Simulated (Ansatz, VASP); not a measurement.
# One calculation of Ni, two programs

```
Ni
1.0
     4.09765    0.00000    0.00000
    -2.04882    3.54867    0.00000
     0.00000    0.00000    2.46519
Ni
3
Direct
  0.00000 0.00000 0.00000
  0.33333 0.66667 0.50000
  0.66667 0.33333 0.50000
```

Alike in both runs: task single point; functional PBE; k mesh 12 × 12 × 17; occupations fermi-dirac, width 0.1 eV; no spin polarisation.

|  | VASP | Ansatz |
| --- | --- | --- |
| version | VASP 6.6.1 | Ansatz 0.2.0 |
| potentials or method | VASP PAW PBE potentials, release 64 (Ni), cutoff 520 eV | plane waves (420 eV) with PAW, scalar-relativistic |
| valence electrons in the cell | 30 | 54 |

VASP gave:

* pressure (GPa): -12.0
* traceless stress, the component that is largest in VASP (GPa): 0.21

Which values does Ansatz return?

Pressure (GPa): -12.2; traceless stress, the component that is largest in VASP (GPa): 0.28.

VASP's potentials hold 30 valence electrons a cell and Ansatz's 54, so a difference there can come from the potentials and not from the codes.
